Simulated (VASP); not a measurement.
# Cl (Pm-3m) in VASP: notebook

Runs on Cl. Level: PBEsol. Tasks: single point, relaxation of cell and atoms.

Program: VASP 6.6.1. These are calculated values, not measurements. Logs are shortened: lines on timing, memory, paths and dates and some standing lists are left out, and cuts for length are marked.

## 1. The cell of the first run

It takes space group Pm-3m (No. 221, cubic). Conventional cell: a = 2.018 Å, b = 2.018 Å, c = 2.018 Å, α = 90.00°, β = 90.00°, γ = 90.00°. Cl (site symmetry m-3m) has 6 Cl at 2.02 Å within 2.7 Å.

## 2. Single point, PBEsol

INCAR

```
ALGO     = Normal         # electronic algorithm
EDIFF    = 1E-6           # SCF threshold, eV
ENCUT    = 520            # plane-wave cutoff, eV
GGA      = PS             # functional
ISIF     = 2              # what is computed and relaxed
ISMEAR   = -1             # smearing method
LASPH    = True           # aspherical terms in the spheres
LCHARG   = False          # write CHGCAR
LREAL    = False          # projectors in reciprocal space
LWAVE    = False          # write WAVECAR
NBANDS   = 10             # bands
NELM     = 80             # most SCF steps
PREC     = Accurate       # precision mode
SIGMA    = 0.1            # smearing width, eV
```

KPOINTS

```
k-points
0
Gamma
  18 18 18
```

POSCAR

```
Cl
1.0
    2.0176848333      0.0000000000      0.0000000000
    0.0000000000      2.0176848333      0.0000000000
    0.0000000000      0.0000000000      2.0176848333
Cl
1
Direct
    0.0000000000      0.0000000000      0.0000000000
```

Potentials or basis: VASP PAW PBE potentials, release 64 (Cl).

Command:

```console
cat potpaw_PBE.64/Cl/POTCAR > POTCAR
mpirun -np 1 vasp_std > vasp.out
```

OUTCAR:

```text
EDIFF = 1E-6
   ENCUT = 520
   GGA = PS
   ISIF = 2
   ISMEAR = -1
   LASPH = True
   LREAL = False
   NELM = 80
   PREC = Accurate

 ion  position               nearest neighbor table
   1  0.000  0.000  0.000-

  LATTYP: Found a simple cubic cell.
 ALAT       =     2.0176848333

  Lattice vectors:

 A1 = (   2.0176848333,   0.0000000000,   0.0000000000)
 A2 = (   0.0000000000,   2.0176848333,   0.0000000000)
 A3 = (   0.0000000000,   0.0000000000,   2.0176848333)

Analysis of symmetry for initial positions (statically):
=====================================================================
 Subroutine PRICEL returns:
 Original cell was already a primitive cell.

 Routine SETGRP: Setting up the symmetry group for a
 simple cubic supercell.

 Subroutine GETGRP returns: Found 48 space group operations
 (whereof 48 operations were pure point group operations)
 out of a pool of 48 trial point group operations.

The static configuration has the point symmetry O_h .

Analysis of symmetry for dynamics (positions and initial velocities):
=====================================================================
 Subroutine PRICEL returns:
 Original cell was already a primitive cell.

 Routine SETGRP: Setting up the symmetry group for a
 simple cubic supercell.

 Subroutine GETGRP returns: Found 48 space group operations
 (whereof 48 operations were pure point group operations)
 out of a pool of 48 trial point group operations.

The dynamic configuration has the point symmetry O_h .

 Subroutine INISYM returns: Found 48 space group operations
 (whereof 48 operations are pure point group operations),
 and found     1 'primitive' translations

----------------------------------------------------------------------------------------

                                     Primitive cell

  volume of cell :       8.2141

  direct lattice vectors                    reciprocal lattice vectors
     2.017684833  0.000000000  0.000000000     0.495617543  0.000000000  0.000000000
     0.000000000  2.017684833  0.000000000     0.000000000  0.495617543  0.000000000
     0.000000000  0.000000000  2.017684833     0.000000000  0.000000000  0.495617543

  length of vectors
     2.017684833  2.017684833  2.017684833     0.495617543  0.495617543  0.495617543

  position of ions in fractional coordinates (direct lattice)
     0.000000000  0.000000000  0.000000000

  ion indices of the primitive-cell ions
   primitive index   ion index
[... 77 lines left out ...]
   IBRION =     -1    ionic relax: 0-MD 1-quasi-New 2-CG
   NFREE  =      0    steps in history (QN), initial steepest desc. (CG)
   ISIF   =      2    stress and relaxation
   ISYM   =      2    0-nonsym 1-usesym 2-fastsym
   POTIM  = 0.5000    time-step for ionic-motion
   TEBEG  =    0.0;   TEEND  =   0.0 temperature during run
   PSTRESS=    0.0 pullay stress
   NELECT =       7.0000    total number of electrons
   NUPDOWN=      -1.0000    fix difference up-down
   EMIN   =  10.00;   EMAX   =-10.00  energy-range for DOS
   EFERMI =   0.00;   METHOD = LEGACY
   ISMEAR =    -1;   SIGMA  =   0.10  broadening in eV -4-tet -1-fermi 0-gaus
   EFERMI_NEDOS =   21; number of points for ismear=-14 and -15
   IALGO  =     38    algorithm
   IMIX   =      4    mixing-type and parameters
     AMIX     =   0.40;   BMIX     =  1.00
     AMIX_MAG =   1.60;   BMIX_MAG =  1.00
  volume/ion in A,a.u.               =       8.21        55.43
  Fermi-wavevector in a.u.,A,eV,Ry     =   1.552104  2.933051 32.776804  2.409027
  Thomas-Fermi vector in A             =   2.656528
   LORBIT       =      0    0 simple, 1 ext, 2 COOP (PROOUT), +10 PAW based schemes
   GGA     = PS    functional components
   LHFCALC =     F    Hartree Fock is set to
   AEXX    =    0.0000 exact exchange contribution
   IVDW    =     0    specifies the selected vdW correction
   LEPSILON=     F    determine dielectric tensor
   LRPA    =     F    only Hartree local field effects (RPA)
 non-spin polarized calculation
  energy-cutoff  :      520.00
  volume of cell :        8.21
 maximum number of plane-waves:       251
 NGX is ok and might be reduce to    16
   NGX =  7   NGY =  7   NGZ =  7

 number of electron       7.0000001 magnetization

 Free energy of the ion-electron system (eV)
  ---------------------------------------------------
  ext. energy  EPLUGINS =         0.00000000
  ---------------------------------------------------
  free energy    TOTEN  =         4.68819261 eV

  energy without entropy =        4.70381256  energy(sigma->0) =        4.69600258

 E-fermi :  20.8536     XC(G=0): -14.6774

 val. band max:       20.8419033898   @ k =   0.3889   0.3333   0.1667
 cond. band min:      20.8807832621   @ k =   0.3333   0.1667   0.1111
 fundamental gap:      0.0388798723
 Fermi energy:        20.8535630069

 k-point     1 :       0.0000    0.0000    0.0000
  band No.  band energies     occupation
      1      -9.2153      2.00000
      2      20.8289      1.12259
      3      20.8289      1.12259
      4      20.8289      1.12259
      5      24.5479      0.00000
      6      24.5479      0.00000
      7      35.9050      0.00000
      8      50.6526      0.00000
      9      50.6526      0.00000
     10      50.6526      0.00000
[... 287 lines left out ...]
 k-point    24 :       0.3333    0.1111    0.0000
  band No.  band energies     occupation
      1      -5.3491      2.00000
      2       6.5939      2.00000
      3      19.3243      2.00000
      4      23.5234      0.00000
      5      29.8478      0.00000
      6      33.7424      0.00000
      7      38.4398      0.00000
      8      39.0533      0.00000
      9      44.6679      0.00000
     10      49.6632      0.00000

 [... further k-points ...]

------------------------ aborting loop because EDIFF is reached ----------------------------------------

  FORCE on cell =-STRESS in cart. coord.  units (eV):
  Direction    XX          YY          ZZ          XY          YZ          ZX
  --------------------------------------------------------------------------------------
  -------------------------------------------------------------------------------------
  Total       14.1040193     14.1040193     14.1040193      0.0000000      0.0000000      0.0000000
  in kB     2751.0183555   2751.0183555   2751.0183555      0.0000000      0.0000000      0.0000000
  external PRESSURE =    2751.0183555 kB  Pullay stress =       0.0000000 kB

 VOLUME and BASIS-vectors are now :
 -----------------------------------------------------------------------------
  energy-cutoff  :      520.00
  volume of cell :        8.21
      direct lattice vectors                 reciprocal lattice vectors
     2.017684833  0.000000000  0.000000000     0.495617543  0.000000000  0.000000000
     0.000000000  2.017684833  0.000000000     0.000000000  0.495617543  0.000000000
     0.000000000  0.000000000  2.017684833     0.000000000  0.000000000  0.495617543

 POSITION                                       TOTAL-FORCE (eV/Angst)
 -----------------------------------------------------------------------------------
      0.00000      0.00000      0.00000         0.000000      0.000000      0.000000
 -----------------------------------------------------------------------------------
    total drift:                               -0.000000     -0.000000     -0.000000

  FREE ENERGIE OF THE ION-ELECTRON SYSTEM (eV)
  ---------------------------------------------------
  free  energy   TOTEN  =         4.6881926065 eV

  energy  without entropy=        4.7038125557  energy(sigma->0) =        4.69600258
```

It took 4.2 s on 1 thread of Intel Xeon Platinum 8488C (Sapphire Rapids), shared host; peak memory 0.12 GiB.

Results:

```
Free energy : 4.6882 eV
Pressure    : 275.1 GPa
```

Levels at points of the mesh, in eV from the Fermi level:
| k point | band 2 | band 3 | band 4 | band 5 | band 6 | band 7 |
| --- | --- | --- | --- | --- | --- | --- |
| (0.00, 0.00, 0.00) | -0.02 | -0.02 | -0.02 | 3.69 | 3.69 | 15.05 |
| (0.50, 0.00, 0.00) | -18.94 | 3.65 | 3.65 | 7.29 | 14.92 | 14.92 |
| (0.50, 0.50, 0.00) | -14.30 | -14.30 | -4.36 | 7.00 | 18.55 | 18.55 |
| (0.50, 0.50, 0.50) | -10.15 | -10.15 | -9.01 | 0.92 | 0.92 | 0.92 |

Caveat: the PAW data sets were made with another functional, which shifts forces and pressure a little; an odd number of electrons without spin polarisation forces a metal; a magnetic or distorted state may lie lower.

## 3. Relaxation of cell and atoms, PBEsol, target pressure 270 GPa, at which the enthalpy is minimised

INCAR

```
PREC = Accurate
ENCUT = 600
EDIFF = 1E-7
ISMEAR = -1
SIGMA = 0.1
LREAL = F
LASPH = T
NELM = 60
ALGO = Normal
ISIF = 3
LWAVE = F
LCHARG = F
GGA = PS
IBRION = 2
NSW = 32
EDIFFG = -0.005
PSTRESS = 2700.0
```

KPOINTS

```
Automatic mesh
0
Gamma
  18 18 18
```

POSCAR

```
Cl
1.0
    2.0167027170      0.0000000000      0.0000000000
    0.0000000000      2.0167027170      0.0000000000
    0.0000000000      0.0000000000      2.0167027170
Cl
1
Direct
    0.0000000000      0.0000000000      0.0000000000
```

Potentials or basis: VASP PAW PBE potentials, release 64 (Cl).

Command:

```console
cat potpaw_PBE.64/Cl/POTCAR > POTCAR
mpirun -np 1 vasp_std > vasp.out
```

Wall time 9 s (1 thread of Intel Xeon Platinum 8488C (Sapphire Rapids), shared host); peak memory 0.12 GiB.

The run converged. Its results:

```yaml
Free_energy: 4.5523 eV
Relaxed_volume: 8.29 Å³/atom
Relaxed_cell: a = 2.024 Å, b = 2.024 Å, c = 2.024 Å, α = 90.00°, β = 90.00°, γ = 90.00°
Space_group_after_relaxing_to_0.05_Å: Pm-3m (No. 221)
Energy_change_on_relaxing_the_enthalpy_is_what_falls: -155.1 meV/atom
Ionic_steps: 4
Pressure_after_relaxing: 270.0 GPa
```

The path:
| step | energy change (eV) | largest force (eV/Å) | pressure (GPa) | volume (Å³) |
| --- | --- | --- | --- | --- |
| 1 | 0.0000 | 0.0000 | 276.03 | 8.20 |
| 2 | -0.6134 | 0.0000 | 253.36 | 8.57 |
| 3 | -0.1596 | 0.0000 | 269.83 | 8.30 |
| 4 | -0.1551 | 0.0000 | 269.99 | 8.29 |

Final structure:
```xyz
1
Lattice="2.0241 0.0000 0.0000 0.0000 2.0241 0.0000 0.0000 0.0000 2.0241" Properties=species:S:1:pos:R:3 pbc="T T T"
Cl    0.0000    0.0000    0.0000
```

Levels at points of the mesh, in eV from the Fermi level:
```tsv
k point	band 1	band 2	band 3	band 4	band 5	band 6	band 7
(0.00, 0.00, 0.00)	-29.88	-0.05	-0.05	-0.05	3.77	3.77	14.92
(0.50, 0.00, 0.00)	-23.82	-18.77	3.57	3.57	7.33	14.91	14.91
(0.50, 0.50, 0.00)	-17.26	-14.18	-14.18	-4.24	6.88	18.51	18.53
(0.50, 0.50, 0.50)	-10.08	-10.08	-10.08	-9.12	1.01	1.01	1.01
```

Caveat: the cell is relaxed towards a set pressure, so the enthalpy falls and the energy may rise; the PAW data sets were made with another functional, which shifts forces and pressure a little; an odd number of electrons without spin polarisation forces a metal; a magnetic or distorted state may lie lower.
